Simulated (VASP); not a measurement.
A run of VASP 6.6.1:

File INCAR:

```
SYSTEM = ZnS3
PREC = Accurate
ENCUT = 520
EDIFF = 1E-7
ISMEAR = 0
SIGMA = 0.1
LREAL = .False.
LASPH = .True.
NELM = 100
ALGO = Normal
ISIF = 2
LWAVE = .False.
LCHARG = .False.
GGA = PE
NBANDS = 23
```

File KPOINTS:

```
Automatic mesh
0
Gamma
  12 12 12
  0 0 0
```

The input POSCAR:

```
ZnS3
1.0
    4.0551380513      0.0000000000      0.0000000000
    0.0000000000      4.0551380513      0.0000000000
    0.0000000000      0.0000000000      4.0551380513
Zn S
1 3
Direct
    0.0000000000      0.0000000000      0.0000000000
    0.0000000000      0.5000000000      0.5000000000
    0.5000000000      0.0000000000      0.5000000000
    0.5000000000      0.5000000000      0.0000000000
```

Potentials or basis: VASP PAW PBE potentials, release 64 (Zn, S).

Launch:

```bash
$ cat potpaw_PBE.64/Zn/POTCAR potpaw_PBE.64/S/POTCAR > POTCAR
$ mpirun -np 1 vasp_std > vasp.out
```

Hardware: 1 thread of AMD EPYC 9R45 (shared host).

**Question.** How long does it take, and how much memory?

**Answer.** It took 2.5 min on 1 thread of AMD EPYC 9R45, on a shared host, peak memory 0.22 GiB. Counts: scf iterations 13, k points 84.
